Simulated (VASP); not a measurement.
# BP (I-4m2) in VASP: notebook

The runs below take BP through single point, with r2SCAN.

All numbers are computed with VASP 6.6.1; they aren't measurements. Logs are shortened: lines on timing, memory, paths and dates and some standing lists are left out, and cuts for length are marked.

**1. The cell of the first run**

It takes space group I-4m2 (No. 119, tetragonal). Conventional cell: a = 2.940 Å, b = 2.940 Å, c = 5.405 Å, α = 90.00°, β = 90.00°, γ = 90.00°. Within 2.6 Å of B (site symmetry -4m2) lie 4 P at 2.00 Å. Within 2.6 Å of P (site symmetry -4m2) lie 4 B at 2.00 Å.

**2. Single point, r2SCAN**

POSCAR

```
BP
1.0
    0.0000000000      2.0789946821      2.7026930868
    2.0789946821      0.0000000000      2.7026930868
    2.0789946821      2.0789946821      0.0000000000
B P
1 1
Direct
    0.0000000000      0.0000000000      0.0000000000
    0.7500000000      0.7500000000      0.7500000000
```

INCAR.step1

```
SYSTEM = BP
  ALGO = Normal
  EDIFF = 1E-4
  ENCUT = 520
  GGA = PE
  ISMEAR = 0
  LASPH = .TRUE.
  LCHARG = .FALSE.
  LREAL = .FALSE.
  LWAVE = .TRUE.
  NBANDS = 11
  NELM = 60
  PREC = Accurate
  SIGMA = 0.05
```

INCAR.step2

```
SYSTEM = BP
  ALGO = Normal
  EDIFF = 1E-6
  ENCUT = 520
  ISIF = 2
  ISMEAR = 0
  ISTART = 1
  LASPH = .TRUE.
  LCHARG = .FALSE.
  LMIXTAU = .TRUE.
  LREAL = .FALSE.
  LWAVE = .FALSE.
  METAGGA = R2SCAN
  NBANDS = 11
  NELM = 60
  PREC = Accurate
  SIGMA = 0.05
```

KPOINTS

```
k-points
0
G
  12 12 12
  0 0 0
```

Potentials or basis: VASP PAW PBE potentials, release 64 (B, P).

The run is started by

```bash
$ cat potpaw_PBE.64/B/POTCAR potpaw_PBE.64/P/POTCAR > POTCAR
$ cp INCAR.step1 INCAR
$ mpirun -np 1 vasp_std > vasp.out
$ cp INCAR.step2 INCAR
$ mpirun -np 1 vasp_std > vasp.out
```

OUTCAR:

```text
SYSTEM = BP
   EDIFF = 1E-6
   ENCUT = 520
   ISIF = 2
   ISMEAR = 0
   ISTART = 1
   LASPH = .TRUE.
   LREAL = .FALSE.
   METAGGA = R2SCAN
   NELM = 60
   PREC = Accurate

 ion  position               nearest neighbor table
   1  0.000  0.000  0.000-   2 2.00   2 2.00   2 2.00   2 2.00
   2  0.750  0.750  0.750-   1 2.00   1 2.00   1 2.00   1 2.00

  LATTYP: Found a body centered tetragonal cell.
 ALAT       =     2.9401424755
 C/A-ratio  =     1.8384776311

  Lattice vectors:

 A1 = (  -2.0789946821,   0.0000000000,   2.7026930868)
 A2 = (   2.0789946821,   0.0000000000,   2.7026930868)
 A3 = (   0.0000000000,   2.0789946821,  -2.7026930868)

Analysis of symmetry for initial positions (statically):
=====================================================================
 Subroutine PRICEL returns:
 Original cell was already a primitive cell.

 Routine SETGRP: Setting up the symmetry group for a
 body centered tetragonal supercell.

 Subroutine GETGRP returns: Found  8 space group operations
 (whereof  8 operations were pure point group operations)
 out of a pool of 16 trial point group operations.

The static configuration has the point symmetry D_2d.

Analysis of symmetry for dynamics (positions and initial velocities):
=====================================================================
 Subroutine PRICEL returns:
 Original cell was already a primitive cell.

 Routine SETGRP: Setting up the symmetry group for a
 body centered tetragonal supercell.

 Subroutine GETGRP returns: Found  8 space group operations
 (whereof  8 operations were pure point group operations)
 out of a pool of 16 trial point group operations.

The dynamic configuration has the point symmetry D_2d.

 Subroutine INISYM returns: Found  8 space group operations
 (whereof  8 operations are pure point group operations),
 and found     1 'primitive' translations

----------------------------------------------------------------------------------------

                                     Primitive cell

  volume of cell :      23.3633

  direct lattice vectors                    reciprocal lattice vectors
     0.000000000  2.078994682  2.702693087    -0.240500856  0.240500856  0.185000658
     2.078994682  0.000000000  2.702693087     0.240500856 -0.240500856  0.185000658
     2.078994682  2.078994682  0.000000000     0.240500856  0.240500856 -0.185000658

  length of vectors
     3.409804805  3.409804805  2.940142476     0.387177694  0.387177694  0.387177694

  position of ions in fractional coordinates (direct lattice)
     0.000000000  0.000000000  0.000000000
     0.750000000  0.750000000  0.750000000

  ion indices of the primitive-cell ions
   primitive index   ion index
                 1           1
                 2           2

----------------------------------------------------------------------------------------

 KPOINTS: k-points

Automatic generation of k-mesh.
 Grid dimensions read from file:
 generate k-points for:   12   12   12

 Generating k-lattice:

  Cartesian coordinates                     Fractional coordinates (reciprocal lattice)
    -0.020041738  0.020041738  0.015416722     0.083333333  0.000000000  0.000000000
     0.020041738 -0.020041738  0.015416722     0.000000000  0.083333333  0.000000000
     0.020041738  0.020041738 -0.015416722     0.000000000  0.000000000  0.083333333

  Length of vectors
     0.032264808  0.032264808  0.032264808

  Shift w.r.t. Gamma in fractional coordinates (k-lattice)
     0.000000000  0.000000000  0.000000000

 Subroutine IBZKPT returns following result:
 ===========================================

 Found    163 irreducible k-points:

 Following reciprocal coordinates:
            Coordinates               Weight
  0.000000  0.000000  0.000000      1.000000
  0.083333  0.000000  0.000000      8.000000
  0.166667  0.000000  0.000000      8.000000
  0.250000  0.000000  0.000000      8.000000
  0.333333  0.000000  0.000000      8.000000
  0.416667  0.000000  0.000000      8.000000
[... 16 lines left out ...]
  0.500000  0.166667  0.000000      8.000000
 -0.416667  0.166667  0.000000      8.000000
 [... further k-points ...]
   k-points           NKPTS =    163   k-points in BZ     NKDIM =    163   number of bands    NBANDS=     11
   number of dos      NEDOS =    301   number of ions     NIONS =      2
   total plane-waves  NPLWV =  18816
   dimension x,y,z NGX =    28 NGY =   28 NGZ =   24
   dimension x,y,z NGXF=    56 NGYF=   56 NGZF=   48
   ions per type =               1   1
   NGX,Y,Z   is equivalent  to a cutoff of  13.65, 13.65, 13.57 a.u.
   NGXF,Y,Z  is equivalent  to a cutoff of  27.30, 27.30, 27.14 a.u.
 SYSTEM =  BP
   PREC   = accura    normal or accurate (medium, high low for compatibility)
   ISTART =      1    job   : 0-new  1-cont  2-samecut
   ICHARG =      0    charge: 1-file 2-atom 10-const
   ISPIN  =      1    spin polarized calculation?
   LNONCOLLINEAR =      F non collinear calculations
   LSORBIT =      F    spin-orbit coupling
   LASPH  =      T    aspherical Exc in radial PAW
   ENCUT  =  520.0 eV  38.22 Ry    6.18 a.u.   6.34  6.34  5.47*2*pi/ulx,y,z
   NELM   =     60;   NELMIN=  2; NELMDL=  0     # of ELM steps
   EDIFF  = 0.1E-05   stopping-criterion for ELM
   LREAL  =      F    real-space projection
   EDIFFG = 0.1E-04   stopping-criterion for IOM
   NSW    =      0    number of steps for IOM
   IBRION =     -1    ionic relax: 0-MD 1-quasi-New 2-CG
   NFREE  =      0    steps in history (QN), initial steepest desc. (CG)
   ISIF   =      2    stress and relaxation
   ISYM   =      2    0-nonsym 1-usesym 2-fastsym
   POTIM  = 0.5000    time-step for ionic-motion
   TEBEG  =    0.0;   TEEND  =   0.0 temperature during run
   PSTRESS=    0.0 pullay stress
   NELECT =       8.0000    total number of electrons
   NUPDOWN=      -1.0000    fix difference up-down
   EMIN   =  10.00;   EMAX   =-10.00  energy-range for DOS
   EFERMI =   0.00;   METHOD = LEGACY
   ISMEAR =     0;   SIGMA  =   0.05  broadening in eV -4-tet -1-fermi 0-gaus
   EFERMI_NEDOS =   21; number of points for ismear=-14 and -15
   IALGO  =     38    algorithm
   IMIX   =      4    mixing-type and parameters
     AMIX     =   0.40;   BMIX     =  1.00
     AMIX_MAG =   1.60;   BMIX_MAG =  1.00
  volume/ion in A,a.u.               =      11.68        78.83
  Fermi-wavevector in a.u.,A,eV,Ry     =   1.145320  2.164342 17.847562  1.311759
  Thomas-Fermi vector in A             =   2.282009
   LORBIT       =      0    0 simple, 1 ext, 2 COOP (PROOUT), +10 PAW based schemes
   METAGGA = R2SCAN    functional components
   LHFCALC =     F    Hartree Fock is set to
   AEXX    =    0.0000 exact exchange contribution
   IVDW    =     0    specifies the selected vdW correction
   LEPSILON=     F    determine dielectric tensor
   LRPA    =     F    only Hartree local field effects (RPA)
 non-spin polarized calculation
 Gauss-broadening in eV      SIGMA  =   0.05
  energy-cutoff  :      520.00
  volume of cell :       23.36
 maximum number of plane-waves:       646
 NGX is ok and might be reduce to    28

 number of electron       8.0000000 magnetization

 Free energy of the ion-electron system (eV)
  ---------------------------------------------------
  ext. energy  EPLUGINS =         0.00000000
  ---------------------------------------------------
  free energy    TOTEN  =       -16.14721407 eV

  energy without entropy =      -16.14673658  energy(sigma->0) =      -16.14697532

 E-fermi :   8.4235     XC(G=0): -11.5662

 val. band max:        8.3986207973   @ k =   0.5000   0.0000   0.4167
 cond. band min:       8.4559835379   @ k =   0.4167   0.0000   0.3333
 fundamental gap:      0.0573627406
 Fermi energy:         8.4235495342

 k-point     1 :       0.0000    0.0000    0.0000
  band No.  band energies     occupation
      1      -8.8055      2.00000
      2       5.1279      2.00000
      3       8.7622      0.00000
      4       8.7622      0.00000
      5      11.0642      0.00000
      6      11.0642      0.00000
      7      12.3684      0.00000
      8      12.6632      0.00000
      9      17.9360      0.00000
     10      19.9040      0.00000
     11      20.3013      0.00000

 k-point     2 :       0.0833    0.0000    0.0000
  band No.  band energies     occupation
      1      -8.6690      2.00000
      2       4.8309      2.00000
      3       7.7555      2.00000
      4       8.6009      0.00000
      5      10.8554      0.00000
      6      11.3923      0.00000
      7      12.8258      0.00000
      8      13.2059      0.00000
      9      17.9693      0.00000
     10      20.4953      0.00000
     11      21.0427      0.00000

 k-point     3 :       0.1667    0.0000    0.0000
  band No.  band energies     occupation
      1      -8.2629      2.00000
      2       3.9297      2.00000
      3       6.0963      2.00000
      4       8.3037      1.99930
      5      10.2420      0.00000
      6      12.1471      0.00000
      7      13.6838      0.00000
      8      14.2125      0.00000
      9      18.5409      0.00000
     10      21.3979      0.00000
     11      21.6903      0.00000

 k-point     4 :       0.2500    0.0000    0.0000
  band No.  band energies     occupation
      1      -7.5998      2.00000
      2       2.3581      2.00000
      3       4.9227      2.00000
      4       8.0592      2.00000
      5       9.5405      0.00000
      6      12.9922      0.00000
      7      14.3506      0.00000
      8      15.4209      0.00000
      9      19.5710      0.00000
     10      20.6768      0.00000
     11      22.6106      0.00000

 k-point     5 :       0.3333    0.0000    0.0000
  band No.  band energies     occupation
      1      -6.7150      2.00000
      2       0.5062      2.00000
      3       4.2556      2.00000
      4       7.9119      2.00000
      5       8.9660      0.00000
      6      13.6276      0.00000
      7      14.6234      0.00000
      8      16.9316      0.00000
      9      20.2889      0.00000
     10      20.4558      0.00000
     11      24.0688      0.00000
[... 211 lines left out ...]
 k-point    21 :       0.3333    0.1667    0.0000
  band No.  band energies     occupation
      1      -7.3005      2.00000
      2       1.1143      2.00000
      3       4.3290      2.00000
      4       6.7112      2.00000
      5      11.9528      0.00000
      6      13.8005      0.00000
      7      15.1425      0.00000
      8      16.1845      0.00000
      9      18.1452      0.00000
     10      22.8844      0.00000
     11      23.0839      0.00000

 k-point    22 :       0.4167    0.1667    0.0000
  band No.  band energies     occupation
      1      -6.4447      2.00000
      2       0.1162      2.00000
      3       2.8212      2.00000
      4       6.7455      2.00000
      5      11.6332      0.00000
      6      13.8297      0.00000
      7      15.5866      0.00000
      8      18.2108      0.00000
      9      19.3624      0.00000
     10      22.7568      0.00000
     11      22.9586      0.00000

 k-point    23 :       0.5000    0.1667    0.0000
  band No.  band energies     occupation
      1      -5.4787      2.00000
      2      -1.0219      2.00000
      3       1.9678      2.00000
      4       6.9628      2.00000
      5      11.3224      0.00000
      6      13.9703      0.00000
      7      15.5164      0.00000
      8      19.1361      0.00000
      9      20.8407      0.00000
     10      22.4510      0.00000
     11      23.2517      0.00000

 k-point    24 :      -0.4167    0.1667    0.0000
  band No.  band energies     occupation
      1      -4.8689      2.00000
      2      -1.6784      2.00000
      3       1.6966      2.00000
      4       7.3272      2.00000
      5      11.1049      0.00000
      6      14.2327      0.00000
      7      15.0863      0.00000
      8      18.0859      0.00000
      9      21.0037      0.00000
     10      21.9088      0.00000
     11      24.2224      0.00000

 [... further k-points ...]

------------------------ aborting loop because EDIFF is reached ----------------------------------------

  FORCE on cell =-STRESS in cart. coord.  units (eV):
  Direction    XX          YY          ZZ          XY          YZ          ZX
  --------------------------------------------------------------------------------------
  -------------------------------------------------------------------------------------
  Total        4.5508072      4.5508072     -9.4475458      0.0000000     -0.0000000      0.0000000
  in kB      312.0797103    312.0797103   -647.8822839      0.0000000     -0.0000000      0.0000000
  external PRESSURE =      -7.9076211 kB  Pullay stress =       0.0000000 kB

 VOLUME and BASIS-vectors are now :
 -----------------------------------------------------------------------------
  energy-cutoff  :      520.00
  volume of cell :       23.36
      direct lattice vectors                 reciprocal lattice vectors
     0.000000000  2.078994682  2.702693087    -0.240500856  0.240500856  0.185000658
     2.078994682  0.000000000  2.702693087     0.240500856 -0.240500856  0.185000658
     2.078994682  2.078994682  0.000000000     0.240500856  0.240500856 -0.185000658

 POSITION                                       TOTAL-FORCE (eV/Angst)
 -----------------------------------------------------------------------------------
      0.00000      0.00000      0.00000         0.000000     -0.000000     -0.000000
      3.11849      3.11849      4.05404        -0.000000      0.000000      0.000000
 -----------------------------------------------------------------------------------
    total drift:                               -0.000011     -0.000011     -0.000022

  FREE ENERGIE OF THE ION-ELECTRON SYSTEM (eV)
  ---------------------------------------------------
  free  energy   TOTEN  =       -16.1472140714 eV

  energy  without entropy=      -16.1467365781  energy(sigma->0) =      -16.14697532
```

Run time: 74 s. Hardware: 1 thread of Intel Xeon 6975P-C (Granite Rapids), shared host; peak memory 0.17 GiB.

Results:

- Free energy: -16.1472 eV
- Pressure: -0.8 GPa
- Band gap on the k mesh: zero (bands 4 and 5 overlap by 0.74 eV)

Levels at points of the mesh, in eV from the Fermi level:
```
           k point  band 1  band 2  band 3  band 4  band 5  band 6  band 7  band 8  band 9
(0.00, 0.00, 0.00)  -17.23   -3.30    0.34    0.34    2.64    2.64    3.94    4.24    9.51
(0.50, 0.00, 0.00)  -13.58  -10.36   -4.65   -0.60    0.05    5.53    6.40   10.13   13.01
(0.50, 0.50, 0.00)  -13.77  -11.45   -3.08   -3.08    2.72    3.81   11.61   11.61   12.52
(0.50, 0.00, 0.50)  -10.98   -9.17   -6.18   -5.57   -0.09   -0.08    7.97   10.89   11.50
```

Caveat: the stress differs along the axes, from -65 to 31 GPa; semilocal functionals underestimate gaps, and a narrow one can read as zero; the PAW data sets were made with another functional, which shifts forces and pressure a little.

**3. Single point, r2SCAN**

This run uses another cell than the first one, of the same volume but with other edges.

POSCAR

```
BP
1.0
    0.0000000000      2.3329488668      2.1463129575
    2.3329488668      0.0000000000      2.1463129575
    2.3329488668      2.3329488668      0.0000000000
B P
1 1
Direct
    0.0000000000      0.0000000000      0.0000000000
    0.7500000000      0.7500000000      0.7500000000
```

INCAR.step1

```
SYSTEM = BP
PREC = Accurate ; ENCUT = 520
ISMEAR = 0 ; SIGMA = 0.05
LREAL = .False. ; LASPH = .True.
NELM = 80 ; NBANDS = 11
GGA = PE ; ALGO = Normal
EDIFF = 1E-4 ; LWAVE = .True.
LCHARG = .False.
```

INCAR.step2

```
SYSTEM = BP
PREC = Accurate ; ENCUT = 520
EDIFF = 1E-6 ; ISMEAR = 0
SIGMA = 0.05 ; LREAL = .False.
LASPH = .True. ; NELM = 80
ALGO = Normal ; ISIF = 2
LWAVE = .False. ; LCHARG = .True.
METAGGA = R2SCAN ; LMIXTAU = .True.
LELF = .True. ; LVHAR = .True.
NBANDS = 11 ; ISTART = 1
```

KPOINTS

```
regular mesh
0
Gamma
  12 12 12
  0 0 0
```

Potentials or basis: VASP PAW PBE potentials, release 64 (B, P).

The run is started by

```bash
$ cat potpaw_PBE.64/B/POTCAR potpaw_PBE.64/P/POTCAR > POTCAR
$ cp INCAR.step1 INCAR
$ mpirun -np 1 vasp_std > vasp.out
$ cp INCAR.step2 INCAR
$ mpirun -np 1 vasp_std > vasp.out
```

Wall time 52 s (1 thread of Intel Xeon 6975P-C (Granite Rapids), shared host); peak memory 0.17 GiB.

Results (log left out):

- Free energy: -17.2212 eV
- Pressure: -0.8 GPa
- Band gap on the k mesh: 0.16 eV (least direct gap 2.80 eV)

Stress tensor (GPa, compression positive):
```
-7.90  0.00  0.00
 0.00 -7.90  0.00
 0.00  0.00 13.50
```

Levels at points of the mesh, in eV from the valence-band top:
```csv
k point,band 1,band 2,band 3,band 4,band 5,band 6,band 7,band 8
"(0.00, 0.00, 0.00)",-16.79,-0.79,-0.79,0.00,2.80,3.33,3.33,7.39
"(0.50, 0.00, 0.00)",-13.29,-10.02,-2.92,-1.87,3.05,4.08,5.50,10.49
"(0.50, 0.50, 0.00)",-11.07,-9.12,-5.45,-5.45,0.37,0.59,12.46,12.46
"(0.50, 0.00, 0.50)",-11.90,-9.91,-4.62,-4.46,1.38,1.81,11.45,13.05
```

Caveat: the stress differs along the axes, from -8 to 13 GPa; semilocal functionals underestimate gaps, and a narrow one can read as zero; the PAW data sets were made with another functional, which shifts forces and pressure a little. A k mesh can miss the band edges.

The gap in the log of VASP goes by the Fermi energy; the results here count the filled bands.